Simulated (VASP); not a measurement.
# SrO (P3m1) in VASP: single point with PBEsol

Aim: the single point of SrO with PBEsol.

All numbers are computed with VASP 6.6.1; they aren't measurements. Logs are shortened: lines on timing, memory, paths and dates and some standing lists are left out, and cuts for length are marked.

## 1. The cell of the first run

It takes space group P3m1 (No. 156, trigonal). The conventional cell has a = 3.553 Å, b = 3.553 Å, c = 6.217 Å, α = 90.00°, β = 90.00°, γ = 120.00°. Within 3.1 Å of Sr (site symmetry 3m) lie 6 O at 2.33 to 2.87 Å. Within 3.4 Å of Sr (site symmetry 3m) lie 6 O at 2.57 Å and 3 Sr at 3.36 Å. O (site symmetry 3m) has 6 Sr at 2.33 to 2.57 Å and 2 O at 3.11 Å within 3.2 Å. O (site symmetry 3m) has 6 Sr at 2.57 to 2.87 Å and 2 O at 3.11 Å within 3.4 Å.

## 2. Single point, PBEsol (atom 1 (Sr) moved by (+0.000, -0.450) A along y and z)

Contents of INCAR:

```
  ALGO = Normal
  EDIFF = 1E-7
  ENCUT = 520
  GGA = PS
  ISIF = 2
  ISMEAR = 0
  LASPH = T
  LCHARG = F
  LREAL = F
  LWAVE = F
  NBANDS = 24
  NELM = 100
  PREC = Accurate
  SIGMA = 0.05
```

Contents of KPOINTS:

```
k-points
0
Gamma
  9 9 4
```

Contents of POSCAR:

```
SrO
1.0
    3.5532880902      0.0000000000      0.0000000000
   -1.7766440451      3.0772377531      0.0000000000
    0.0000000000      0.0000000000      6.2173039800
Sr O
2 2
Direct
    0.3333333333      0.6666666667      0.1776213611
    0.6666666667      0.3333333333      0.7500000000
    0.0000000000      0.0000000000      0.0000000000
    0.0000000000      0.0000000000      0.5000000000
```

Potentials or basis: VASP PAW PBE potentials, release 64 (Sr_sv, O).

Command:

```bash
$ cat potpaw_PBE.64/Sr_sv/POTCAR potpaw_PBE.64/O/POTCAR > POTCAR
$ mpirun -np 1 vasp_std > vasp.out
```

OUTCAR:

```text
EDIFF = 1E-7
   ENCUT = 520
   GGA = PS
   ISIF = 2
   ISMEAR = 0
   LASPH = T
   LREAL = F
   NELM = 100
   PREC = Accurate

 ion  position               nearest neighbor table
   1  0.333  0.667  0.178-   3 2.33   3 2.33   3 2.33   4 2.87   4 2.87   4 2.87   2 3.36   2 3.36
                             2 3.36   2 4.11   2 4.11   2 4.11   2 4.89   2 4.89   2 4.89
   2  0.667  0.333  0.750-   3 2.57   4 2.57   3 2.57   4 2.57   3 2.57   4 2.57   1 3.36   1 3.36
                             1 3.36   1 4.11   1 4.11   1 4.11   1 4.89   1 4.89   1 4.89
   3  0.000  0.000  0.000-   1 2.33   1 2.33   1 2.33   2 2.57   2 2.57   2 2.57
   4  0.000  0.000  0.500-   2 2.57   2 2.57   2 2.57   1 2.87   1 2.87   1 2.87

  LATTYP: Found a hexagonal cell.
 ALAT       =     3.5532880902
 C/A-ratio  =     1.7497325919

  Lattice vectors:

 A1 = (   3.5532880902,   0.0000000000,   0.0000000000)
 A2 = (  -1.7766440451,   3.0772377531,   0.0000000000)
 A3 = (   0.0000000000,   0.0000000000,   6.2173039800)

Analysis of symmetry for initial positions (statically):
=====================================================================
 Subroutine PRICEL returns:
 Original cell was already a primitive cell.

 Routine SETGRP: Setting up the symmetry group for a
 hexagonal supercell.

 Subroutine GETGRP returns: Found  6 space group operations
 (whereof  6 operations were pure point group operations)
 out of a pool of 24 trial point group operations.

The static configuration has the point symmetry C_3v.

Analysis of symmetry for dynamics (positions and initial velocities):
=====================================================================
 Subroutine PRICEL returns:
 Original cell was already a primitive cell.

 Routine SETGRP: Setting up the symmetry group for a
 hexagonal supercell.

 Subroutine GETGRP returns: Found  6 space group operations
 (whereof  6 operations were pure point group operations)
 out of a pool of 24 trial point group operations.

The dynamic configuration has the point symmetry C_3v.

 Subroutine INISYM returns: Found  6 space group operations
 (whereof  6 operations are pure point group operations),
 and found     1 'primitive' translations

----------------------------------------------------------------------------------------

                                     Primitive cell

  volume of cell :      67.9819

  direct lattice vectors                    reciprocal lattice vectors
     3.553288090  0.000000000  0.000000000     0.281429475  0.162483383  0.000000000
    -1.776644045  3.077237753  0.000000000     0.000000000  0.324966766  0.000000000
     0.000000000  0.000000000  6.217303980     0.000000000  0.000000000  0.160841420

  length of vectors
     3.553288090  3.553288090  6.217303980     0.324966766  0.324966766  0.160841420

  position of ions in fractional coordinates (direct lattice)
     0.333333333  0.666666667  0.177621361
     0.666666667  0.333333333  0.750000000
     0.000000000  0.000000000  0.000000000
     0.000000000  0.000000000  0.500000000

  ion indices of the primitive-cell ions
   primitive index   ion index
                 1           1
                 2           2
                 3           3
                 4           4

----------------------------------------------------------------------------------------

 KPOINTS: k-points

Automatic generation of k-mesh.
 Grid dimensions read from file:
 generate k-points for:    9    9    4

 Generating k-lattice:

  Cartesian coordinates                     Fractional coordinates (reciprocal lattice)
     0.031269942  0.018053709  0.000000000     0.111111111 -0.000000000  0.000000000
     0.000000000  0.036107418  0.000000000     0.000000000  0.111111111  0.000000000
     0.000000000  0.000000000  0.040210355     0.000000000  0.000000000  0.250000000

  Length of vectors
     0.036107418  0.036107418  0.040210355

  Shift w.r.t. Gamma in fractional coordinates (k-lattice)
     0.000000000  0.000000000  0.000000000

 Subroutine IBZKPT returns following result:
 ===========================================

 Found     43 irreducible k-points:

 Following reciprocal coordinates:
            Coordinates               Weight
  0.000000  0.000000  0.000000      1.000000
  0.111111  0.000000  0.000000      6.000000
  0.222222  0.000000  0.000000      6.000000
  0.333333  0.000000  0.000000      6.000000
  0.444444  0.000000  0.000000      6.000000
  0.111111  0.111111  0.000000      6.000000
[... 16 lines left out ...]
  0.222222  0.111111  0.250000     12.000000
 -0.111111  0.333333  0.250000     12.000000
 [... further k-points ...]
   k-points           NKPTS =     43   k-points in BZ     NKDIM =     43   number of bands    NBANDS=     24
   number of dos      NEDOS =    301   number of ions     NIONS =      4
   total plane-waves  NPLWV =  37632
   dimension x,y,z NGX =    28 NGY =   28 NGZ =   48
   dimension x,y,z NGXF=    56 NGYF=   56 NGZF=   96
   ions per type =               2   2
   NGX,Y,Z   is equivalent  to a cutoff of  13.10, 13.10, 12.83 a.u.
   NGXF,Y,Z  is equivalent  to a cutoff of  26.20, 26.20, 25.67 a.u.
 SYSTEM =  unknown system
   PREC   = accura    normal or accurate (medium, high low for compatibility)
   ISTART =      0    job   : 0-new  1-cont  2-samecut
   ICHARG =      2    charge: 1-file 2-atom 10-const
   ISPIN  =      1    spin polarized calculation?
   LNONCOLLINEAR =      F non collinear calculations
   LSORBIT =      F    spin-orbit coupling
   LASPH  =      T    aspherical Exc in radial PAW
   ENCUT  =  520.0 eV  38.22 Ry    6.18 a.u.   6.61  6.61 11.56*2*pi/ulx,y,z
   NELM   =    100;   NELMIN=  2; NELMDL= -5     # of ELM steps
   EDIFF  = 0.1E-06   stopping-criterion for ELM
   LREAL  =      F    real-space projection
   EDIFFG = 0.1E-05   stopping-criterion for IOM
   NSW    =      0    number of steps for IOM
   IBRION =     -1    ionic relax: 0-MD 1-quasi-New 2-CG
   NFREE  =      0    steps in history (QN), initial steepest desc. (CG)
   ISIF   =      2    stress and relaxation
   ISYM   =      2    0-nonsym 1-usesym 2-fastsym
   POTIM  = 0.5000    time-step for ionic-motion
   TEBEG  =    0.0;   TEEND  =   0.0 temperature during run
   PSTRESS=    0.0 pullay stress
   NELECT =      32.0000    total number of electrons
   NUPDOWN=      -1.0000    fix difference up-down
   EMIN   =  10.00;   EMAX   =-10.00  energy-range for DOS
   EFERMI =   0.00;   METHOD = LEGACY
   ISMEAR =     0;   SIGMA  =   0.05  broadening in eV -4-tet -1-fermi 0-gaus
   EFERMI_NEDOS =   21; number of points for ismear=-14 and -15
   IALGO  =     38    algorithm
   IMIX   =      4    mixing-type and parameters
     AMIX     =   0.40;   BMIX     =  1.00
     AMIX_MAG =   1.60;   BMIX_MAG =  1.00
  volume/ion in A,a.u.               =      17.00       114.69
  Fermi-wavevector in a.u.,A,eV,Ry     =   1.273484  2.406537 22.065419  1.621763
  Thomas-Fermi vector in A             =   2.406305
   LORBIT       =      0    0 simple, 1 ext, 2 COOP (PROOUT), +10 PAW based schemes
   GGA     = PS    functional components
   LHFCALC =     F    Hartree Fock is set to
   AEXX    =    0.0000 exact exchange contribution
   IVDW    =     0    specifies the selected vdW correction
   LEPSILON=     F    determine dielectric tensor
   LRPA    =     F    only Hartree local field effects (RPA)
 non-spin polarized calculation
 Gauss-broadening in eV      SIGMA  =   0.05
  energy-cutoff  :      520.00
  volume of cell :       67.98
 maximum number of plane-waves:      1853
 NGX is ok and might be reduce to    28
   NGX = 13   NGY = 13   NGZ = 23

 number of electron      32.0000014 magnetization

 Free energy of the ion-electron system (eV)
  ---------------------------------------------------
  ext. energy  EPLUGINS =         0.00000000
  ---------------------------------------------------
  free energy    TOTEN  =       -23.98046233 eV

  energy without entropy =      -23.98046233  energy(sigma->0) =      -23.98046233

 E-fermi :   2.6223     XC(G=0): -10.2367

 val. band max:        2.2970946110   @ k =   0.0000   0.0000   0.0000
 cond. band min:       4.8796753987   @ k =   0.0000   0.0000   0.0000
 fundamental gap:      2.5825807877
 Fermi energy:         2.6223130530

 k-point     1 :       0.0000    0.0000    0.0000
  band No.  band energies     occupation
      1     -31.0416      2.00000
      2     -30.8394      2.00000
      3     -15.6581      2.00000
      4     -13.2664      2.00000
      5     -12.7309      2.00000
      6     -12.7309      2.00000
[... 16 lines left out ...]
     23       9.3492      0.00000
     24      10.5320      0.00000

 k-point     2 :       0.1111    0.0000    0.0000
  band No.  band energies     occupation
      1     -31.0216      2.00000
      2     -30.8308      2.00000
      3     -15.6542      2.00000
      4     -13.5062      2.00000
      5     -12.8807      2.00000
      6     -12.7872      2.00000
[... 16 lines left out ...]
     23       9.5409      0.00000
     24      10.1431      0.00000

 k-point     3 :       0.2222    0.0000    0.0000
  band No.  band energies     occupation
      1     -30.9690      2.00000
      2     -30.8102      2.00000
      3     -15.6925      2.00000
      4     -13.7874      2.00000
      5     -13.1563      2.00000
      6     -12.9043      2.00000
[... 16 lines left out ...]
     23       9.7603      0.00000
     24      10.1090      0.00000
[... 514 lines left out ...]
 k-point    23 :       0.2222    0.1111    0.2500
  band No.  band energies     occupation
      1     -30.9217      2.00000
      2     -30.8009      2.00000
      3     -15.7597      2.00000
      4     -13.8981      2.00000
      5     -13.2088      2.00000
      6     -12.9555      2.00000
[... 16 lines left out ...]
     23      10.5813      0.00000
     24      11.0821      0.00000

 k-point    24 :      -0.1111    0.3333    0.2500
  band No.  band energies     occupation
      1     -30.9217      2.00000
      2     -30.8010      2.00000
      3     -15.7656      2.00000
      4     -13.7695      2.00000
      5     -13.3623      2.00000
      6     -12.9731      2.00000
[... 16 lines left out ...]
     23      10.4627      0.00000
     24      10.8643      0.00000

 [... further k-points ...]

------------------------ aborting loop because EDIFF is reached ----------------------------------------

  FORCE on cell =-STRESS in cart. coord.  units (eV):
  Direction    XX          YY          ZZ          XY          YZ          ZX
  --------------------------------------------------------------------------------------
  -------------------------------------------------------------------------------------
  Total        1.8426637      1.8426637     -0.2924110      0.0000000      0.0000000      0.0000000
  in kB       43.4273255     43.4273255     -6.8914512      0.0000000      0.0000000      0.0000000
  external PRESSURE =      26.6543999 kB  Pullay stress =       0.0000000 kB

 VOLUME and BASIS-vectors are now :
 -----------------------------------------------------------------------------
  energy-cutoff  :      520.00
  volume of cell :       67.98
      direct lattice vectors                 reciprocal lattice vectors
     3.553288090  0.000000000  0.000000000     0.281429475  0.162483383  0.000000000
    -1.776644045  3.077237753  0.000000000     0.000000000  0.324966766  0.000000000
     0.000000000  0.000000000  6.217303980     0.000000000  0.000000000  0.160841420

 POSITION                                       TOTAL-FORCE (eV/Angst)
 -----------------------------------------------------------------------------------
     -0.00000      2.05149      1.10433        -0.000000      0.000000      4.207489
      1.77664      1.02575      4.66298         0.000000     -0.000000     -3.312697
      0.00000      0.00000      0.00000         0.000000     -0.000000     -1.131224
      0.00000      0.00000      3.10865         0.000000     -0.000000      0.236432
 -----------------------------------------------------------------------------------
    total drift:                               -0.000000     -0.000000      0.000087

  FREE ENERGIE OF THE ION-ELECTRON SYSTEM (eV)
  ---------------------------------------------------
  free  energy   TOTEN  =       -23.9804623253 eV

  energy  without entropy=      -23.9804623253  energy(sigma->0) =      -23.98046233
```

Wall time 74 s (1 thread of Intel Xeon 8259CL, shared host); peak memory 0.22 GiB.

Results:

| Quantity | Value |
| --- | --- |
| Free energy | -23.9805 eV |
| Pressure | 2.7 GPa |
| Largest force | 4.207 eV/Å |
| Band gap on the k mesh | 2.58 eV |

Forces in eV/Å, atoms in the order of the input:
```
Sr   0.000  0.000  4.207
Sr   0.000  0.000 -3.313
O    0.000  0.000 -1.131
O    0.000  0.000  0.236
```

Stress tensor (GPa, compression positive):
```
 4.34  0.00  0.00
 0.00  4.34  0.00
 0.00  0.00 -0.69
```

Levels at points of the mesh, in eV from the valence-band top:
| k point | band 12 | band 13 | band 14 | band 15 | band 16 | band 17 | band 18 | band 19 | band 20 | band 21 |
| --- | --- | --- | --- | --- | --- | --- | --- | --- | --- | --- |
| (0.00, 0.00, 0.00) | -2.75 | -2.75 | -0.25 | 0.00 | 0.00 | 2.58 | 4.35 | 5.45 | 5.45 | 5.54 |
| (0.00, 0.00, 0.50) | -2.75 | -2.75 | -1.15 | -0.06 | -0.06 | 4.09 | 4.18 | 5.67 | 6.05 | 6.05 |

Caveat: the cell differs from its parent crystal (atom 1 (Sr) moved by (+0.000, -0.450) A along y and z); the PAW data sets were made with another functional, which shifts forces and pressure a little; an odd mesh through Γ misses points on the zone boundary, where band edges can lie.
